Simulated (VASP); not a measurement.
# CoO: single point with PBEsol

CoO:

```
CELL_PARAMETERS angstrom
0.00000 2.17448 2.17448
2.17448 0.00000 2.17448
2.17448 2.17448 0.00000
ATOMIC_POSITIONS crystal
Co 0.00000 0.00000 0.00000
O 0.25000 0.25000 0.25000
```

| Quantity | Value |
| --- | --- |
| Program | VASP 6.6.1 |
| Task | single point |
| Functional | PBEsol |
| Potentials or basis | VASP PAW PBE potentials, release 64 (Co, O) |
| Cutoff | 520 eV |
| k mesh | 16 × 16 × 16 |
| Occupations | gaussian, width 0.1 eV |
| Spin | collinear spin, ferromagnetic start |
| Starting moments | [0.5, 0.0] μB |
| Dipole correction | no |
| Further INCAR settings | ALGO = Normal; EDIFF = 1e-07; NBANDS = 18 |

The pressure is -0.1 GPa. The net moment is 1.82 μB per cell. The site moments are Co +1.62; O +0.16 μB and the valence electrons inside the program's atomic spheres are Co 8.26; O 4.99.

Levels at points of the mesh, in eV from the Fermi level:
Spin up:
```
           k point  band 6  band 7  band 8  band 9  band 10  band 11  band 12  band 13
(0.00, 0.00, 0.00)   -1.93    0.39    0.90    0.90     0.90    15.02    15.02    15.02
(0.50, 0.00, 0.00)   -1.81   -1.81   -0.08   -0.08     6.19     7.52    14.46    14.46
(0.50, 0.50, 0.00)   -1.52   -1.32   -1.32   -1.20     5.69    10.73    11.92    15.31
```
Spin down:
```csv
k point,band 4,band 5,band 6,band 7,band 8,band 9,band 10,band 11
"(0.00, 0.00, 0.00)",-5.97,-0.77,-0.77,0.65,2.48,2.48,2.48,15.30
"(0.50, 0.00, 0.00)",-5.69,-0.53,-0.53,-0.25,1.47,1.47,6.46,7.98
"(0.50, 0.50, 0.00)",-5.33,-1.47,-0.32,-0.16,0.54,0.54,6.40,11.02
```

It took 60 s on 1 thread of Intel Xeon 6975P-C (shared host), peak memory 0.21 GiB.

Caveat: the PAW data sets were made with another functional, which shifts forces and pressure a little; a cell with one magnetic atom can't hold antiferromagnetic order, which such compounds often take; semilocal functionals often make such compounds metallic where correlation or magnetic order opens a gap, which also shifts bond lengths. With open d or f shells a metallic result of PBEsol can be an artefact of self-interaction; +U or a hybrid may open a gap.
